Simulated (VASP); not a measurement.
Here is a VASP 6.6.1 calculation.

INCAR

```
  ALGO = Normal
  EDIFF = 1E-6
  ENCUT = 520
  GGA = PE
  ISIF = 2
  ISMEAR = 0
  LASPH = T
  LCHARG = T
  LELF = T
  LREAL = F
  LVHAR = T
  LWAVE = F
  NBANDS = 33
  NELM = 100
  PREC = Accurate
  SIGMA = 0.1
```

File KPOINTS:

```
k-points
0
Gamma
  4 4 4
```

POSCAR

```
Au4S
1.0
    4.6938210269      0.0000000000      0.0000000000
    0.0000000000      4.6938210269      0.0000000000
    0.0000000000      0.0000000000      4.6938210269
S Au
1 4
Direct
    0.0000000000      0.0000000000      0.0000000000
    0.2914196258      0.2914196258      0.2914196258
    0.7085803742      0.7085803742      0.2914196258
    0.7085803742      0.2914196258      0.7085803742
    0.2914196258      0.7085803742      0.7085803742
```

Potentials or basis: VASP PAW PBE potentials, release 64 (S, Au).

Run with:

```sh
$ cat potpaw_PBE.64/S/POTCAR potpaw_PBE.64/Au/POTCAR > POTCAR
$ mpirun -np 1 vasp_std > vasp.out
```

What does it give for the band gap on the k mesh?

0.35 eV, indirect (least direct gap 0.57 eV).

Predict the pressure.

-0.4 GPa.

Predict the largest force.

0.058 eV/Å.

Forces on the atoms (eV/Å):
```
S    0.000  0.000  0.000
Au  -0.033 -0.033 -0.033
Au   0.033  0.033 -0.033
Au   0.033 -0.033  0.033
Au  -0.033  0.033  0.033
```

Caveat: spin-orbit coupling is left out, which moves the levels of the heavy elements. A k mesh can miss the band edges.
